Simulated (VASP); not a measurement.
The system is NaAg2I3.

```xyz
6
Lattice="3.1320 1.8083 5.9436 -3.1320 1.8083 5.9436 0.0000 -3.6165 5.9436" Properties=species:S:1:pos:R:3 pbc="T T T"
Na    0.0000    0.0000    8.9154
Ag    0.0000    0.0000   14.2834
Ag    0.0000    0.0000    3.5474
I     0.0000    1.8083    5.9436
I    -1.5660   -0.9041    5.9436
I     1.5660   -0.9041    5.9436
```

The cell was generated, and may not be a known phase.

| Property | Result |
| --- | --- |
| Program | VASP 6.6.1 |
| Task | relaxation of cell and atoms |
| Functional | PBE |
| Potentials or basis | VASP PAW PBE potentials, release 64 (Na_pv, Ag, I) |
| Cutoff | 600 eV |
| k mesh | 3 × 3 × 3 |
| Occupations | gaussian, width 0.1 eV |
| Spin | no spin polarisation |

At the start: pressure 4.2 GPa; volume 33.66 Å³/atom.

Question: Where does the relaxation end?

Answer: Over 19 steps the energy falls by 701.1 meV/atom and the volume is 52.57 Å³/atom (+56.2 %); space group R-3m (No. 166, to 0.1 Å) before and after.

Step by step:
```csv
step,energy change (eV),largest force (eV/Å),pressure (GPa),volume (Å³)
1,0.0000,0.4259,4.18,201.97
2,-0.4847,0.1094,0.78,228.60
3,-0.5672,0.3389,-0.06,241.87
4,-0.5955,0.7132,-1.06,269.78
5,-1.2821,0.9758,-1.16,281.00
6,-3.2911,1.0181,-1.76,300.20
7,-3.4981,0.9546,-1.85,300.93
8,-3.9617,0.3244,0.37,252.41
9,-3.9620,0.3385,0.33,253.14
10,-3.9988,0.3139,0.24,257.08
11,-4.0781,0.2289,0.05,269.09
12,-4.0683,0.0226,-0.32,294.01
13,-4.1048,0.1470,-0.10,278.95
14,-4.1408,0.0549,0.17,280.77
15,-4.1606,0.0988,0.63,283.39
16,-4.1807,0.0691,0.46,290.54
17,-4.2028,0.0198,0.20,305.03
18,-4.1929,0.0529,-0.18,334.85
19,-4.2064,0.0007,0.06,315.41
```

Final structure:
```
Na Ag I
1.0
     4.53766    2.61982    4.42206
    -4.53766    2.61982    4.42206
     0.00000   -5.23963    4.42206
Na Ag I
1 2 3
Direct
  0.50000 0.50000 0.50000
  0.73680 0.73680 0.73680
  0.26320 0.26320 0.26320
  0.50000 0.50000 0.00000
  0.00000 0.50000 0.50000
  0.50000 0.00000 0.50000
```

Caveat: the volume moved by over 15 % at a fixed basis, so the end points are rough.
